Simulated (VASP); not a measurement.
Set up this calculation in VASP 6.6.1, as the native input.

- Task: single point
- Functional: PBE
- Potentials or basis: VASP PAW PBE potentials, release 64 (Ta_pv, Al)
- Cutoff: 520 eV
- k mesh: 5 × 5 × 3
- Occupations: gaussian, width 0.2 eV
- Spin: no spin polarisation
- Dipole correction: no
- Further INCAR settings: ALGO = Normal; EDIFF = 1e-06; NBANDS = 28

The structure of Ta2Al5 lies in POSCAR:

```
Ta2Al5
1.0
    4.7449671150     -1.9149102147      0.0823494640
    4.7449671150      1.9149102147      0.0823494640
   -0.8329587626      0.0000000000      6.2556311174
Ta Al
2 5
Direct
    0.4339086227      0.4339086227      0.2819848996
    0.5660913773      0.5660913773      0.7180151004
    0.8537592642      0.8537592642      0.5757270286
    0.7178582967      0.7178582967      0.1439693162
    0.1462407358      0.1462407358      0.4242729714
    0.2821417033      0.2821417033      0.8560306838
    0.0000000000      0.0000000000      0.0000000000
```

These files were run (other wordings do the same):

INCAR

```
ALGO     = Normal         # electronic algorithm
EDIFF    = 1E-6           # SCF threshold, eV
ENCUT    = 520            # plane-wave cutoff, eV
GGA      = PE             # functional
ISIF     = 2              # what is computed and relaxed
ISMEAR   = 0              # smearing method
LASPH    = T              # aspherical terms in the spheres
LCHARG   = T              # write CHGCAR
LELF     = T              # ELF
LREAL    = F              # projectors in reciprocal space
LVHAR    = T            
LWAVE    = F              # write WAVECAR
NBANDS   = 28             # bands
NELM     = 60             # most SCF steps
PREC     = Accurate       # precision mode
SIGMA    = 0.2            # smearing width, eV
```

KPOINTS

```
k-points
0
Gamma
  5 5 3
```

Potentials or basis: VASP PAW PBE potentials, release 64 (Ta_pv, Al).

The run is started by

```sh
$ cat potpaw_PBE.64/Ta_pv/POTCAR potpaw_PBE.64/Al/POTCAR > POTCAR
$ mpirun -np 1 vasp_std > vasp.out
```

It gave:

```yaml
Pressure: -0.2 GPa
Largest_force: 0.093 eV/Å
```

Run time: 49 s on 1 thread of Intel(R) Xeon(R) 6975P-C (Granite Rapids) (shared host), peak memory 0.28 GiB.
